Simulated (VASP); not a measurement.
Here is a VASP 6.6.1 calculation.

File POSCAR:

```
Re
1.0
    2.4911728911      0.0000000000      0.0000000000
    0.0000000000      2.4911728911      0.0000000000
    0.0000000000      0.0000000000      2.4911728911
Re
1
Direct
    0.0000000000      0.0000000000      0.0000000000
```

The input INCAR.step1:

```
PREC = Accurate
ENCUT = 520
ISMEAR = -1
SIGMA = 0.05
LREAL = False
LASPH = True
NELM = 80
NBANDS = 10
GGA = PE
ALGO = Normal
EDIFF = 1E-4
LWAVE = True
LCHARG = False
```

File INCAR.step2:

```
PREC = Accurate
ENCUT = 520
EDIFF = 1E-7
ISMEAR = -1
SIGMA = 0.05
LREAL = False
LASPH = True
NELM = 80
ALGO = Normal
ISIF = 2
LWAVE = False
LCHARG = True
METAGGA = R2SCAN
LMIXTAU = True
LELF = True
LVHAR = True
NBANDS = 10
ISTART = 1
```

KPOINTS

```
Automatic mesh
0
Gamma
  7 7 7
```

Potentials or basis: VASP PAW PBE potentials, release 64 (Re).

Launch:

```console
$ cat potpaw_PBE.64/Re/POTCAR > POTCAR
$ cp INCAR.step1 INCAR
$ mpirun -np 1 vasp_std > vasp.out
$ cp INCAR.step2 INCAR
$ mpirun -np 1 vasp_std > vasp.out
```

Question: Estimate the pressure.

Answer: 29.1 GPa.

Caveat: the k points lie up to 0.36 Å⁻¹ apart; the PAW data sets were made with another functional, which shifts forces and pressure a little.
